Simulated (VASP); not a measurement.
Wanted: the native input for a VASP 6.6.1 run.

- Task: relaxation of cell and atoms
- Functional: PBE
- Potentials or basis: VASP PAW PBE potentials, release 64 (As)
- Cutoff: 600 eV
- k mesh: 8 × 8 × 4
- Occupations: gaussian, width 0.1 eV
- Spin: no spin polarisation
- Dipole correction: no
- Further INCAR settings: ALGO = Fast; EDIFF = 1e-06; IBRION = 2; EDIFFG = -0.01; NSW = 100; ISIF = 3

The structure of As lies in POSCAR:

```
As
1.0
    5.5667730130      0.0000000000      0.0000000000
    0.0000000000      5.5667730130      0.0000000000
    0.0000000000      0.0000000000     12.6801446413
As
8
Direct
    0.2869497544      0.0000000000      0.0000000000
    0.7130502456      0.0000000000      0.0000000000
    0.0000000000      0.2869497544      0.5000000000
    0.0000000000      0.7130502456      0.5000000000
    0.0000000000      0.0000000000      0.3454406147
    0.0000000000      0.0000000000      0.8454406147
    0.0000000000      0.0000000000      0.6545593853
    0.0000000000      0.0000000000      0.1545593853
```

The cell was generated, and may not be a known phase.

The input as run:

INCAR

```
SYSTEM = As
ALGO = Fast
EDIFF = 1E-6
EDIFFG = -0.01
ENCUT = 600
GGA = PE
IBRION = 2
ISIF = 3
ISMEAR = 0
LASPH = .TRUE.
LCHARG = .FALSE.
LREAL = .FALSE.
LWAVE = .FALSE.
NELM = 80
NSW = 100
PREC = Accurate
SIGMA = 0.1
```

KPOINTS

```
k-points
0
G
  8 8 4
  0 0 0
```

Potentials or basis: VASP PAW PBE potentials, release 64 (As).

The run is started by

```sh
$ cat potpaw_PBE.64/As/POTCAR > POTCAR
$ mpirun -np 1 vasp_std > vasp.out
```

Results of the run:

```
Relaxed volume                        : 48.33 Å³/atom
Relaxed cell                          : a = 5.470 Å, b = 5.470 Å, c = 12.923 Å, α = 90.00°, β = 90.00°, γ = 90.00°
Space group after relaxing (to 0.1 Å) : P4_2/mmc (No. 131)
Energy gained by relaxing             : 2.5 meV/atom
Ionic steps                           : 12
Pressure after relaxing               : 0.0 GPa
Largest force after relaxing          : 0.008 eV/Å
Band gap on the k mesh                : zero (bands 20 and 21 overlap by 0.80 eV)
```

Run time: 120 min on 1 thread of Oxide Virtual Turin-like Processor, on a shared host, peak memory 0.82 GiB.
